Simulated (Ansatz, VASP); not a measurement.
# Two plane-wave programs on HfSn2Se6

Contents of INCAR:

```
PREC = Accurate
ENCUT = 520
EDIFF = 1E-6
ISMEAR = 0
SIGMA = 0.1
LREAL = F
LASPH = T
NELM = 100
ALGO = Normal
ISIF = 2
LWAVE = F
LCHARG = F
GGA = PE
NBANDS = 47
```

File KPOINTS:

```
regular mesh
0
Gamma
  3 3 2
```

POSCAR

```
HfSn2Se6
1.0
    6.6873682314      0.0000000000      0.0000000000
   -3.3436841157      5.7914307728      0.0000000000
    0.0000000000      0.0000000000      7.0982450000
Hf Sn Se
1 2 6
Direct
    0.0000000000      0.0000000000      0.0000000000
    0.6666666667      0.3333333333      0.0000000000
    0.3333333333      0.6666666667      0.0000000000
    0.3304010000      0.3304010000      0.7765390000
    1.0000000000      0.6695990000      0.7765390000
    0.6695990000      0.0000000000      0.7765390000
    1.0000000000      0.3304010000      0.2234610000
    0.6695990000      0.6695990000      0.2234610000
    0.3304010000      0.0000000000      0.2234610000
```

Input for Ansatz:

```yaml
crystal:
  lattice:
    - [6.6873682314, 0.0, 0.0]
    - [-3.3436841157, 5.7914307728, 0.0]
    - [0.0, 0.0, 7.098245]
  atoms:
    - { symbol: Hf, position: [0.0, 0.0, 0.0] }
    - { symbol: Sn, position: [0.6666666667, 0.3333333333, 0.0] }
    - { symbol: Sn, position: [0.3333333333, 0.6666666667, 0.0] }
    - { symbol: Se, position: [0.330401, 0.330401, 0.776539] }
    - { symbol: Se, position: [1.0, 0.669599, 0.776539] }
    - { symbol: Se, position: [0.669599, 0.0, 0.776539] }
    - { symbol: Se, position: [1.0, 0.330401, 0.223461] }
    - { symbol: Se, position: [0.669599, 0.669599, 0.223461] }
    - { symbol: Se, position: [0.330401, 0.0, 0.223461] }
basis:
  ecutwfc: 420
kpoints:
  mp_grid: { grid: [3, 3, 2] }
hamiltonian:
  xc: pbe
scf:
  occupations: { method: gaussian, width: 0.1 }
  lower_state_search: "off"
output:
  forces: true
  stress: true
  eigenvalues: true
```

Alike in both runs: task single point; functional PBE; k mesh 3 × 3 × 2; occupations gaussian, width 0.1 eV; no spin polarisation.

|  | VASP | Ansatz |
| --- | --- | --- |
| version | VASP 6.6.1 | Ansatz 0.2.0 |
| potentials or method | VASP PAW PBE potentials, release 64 (Hf_pv, Sn_d, Se), cutoff 520 eV | scalar-relativistic, plane waves, PAW |
| valence electrons in the cell | 74 | 150 |

Ansatz gave:

* gap on the k mesh at the Fermi level (eV): 0.57
* least direct gap on the mesh (eV): 0.57
* pressure (GPa): 0.0
* rms of the force components (eV/Å): 0.010

Task: Which values does VASP return?

Result: gap on the k mesh at the Fermi level (eV): 0.57; least direct gap on the mesh (eV): 0.57; pressure (GPa): 0.0; rms of the force components (eV/Å): 0.009.

Atom by atom the forces differ by 0.013 eV/Å (rms over components). VASP's potentials hold 74 valence electrons a cell and Ansatz's 150, so a difference there can come from the potentials and not from the codes.

The k mesh is coarse, so the values compare programs but aren't converged. Spin-orbit coupling is off throughout.
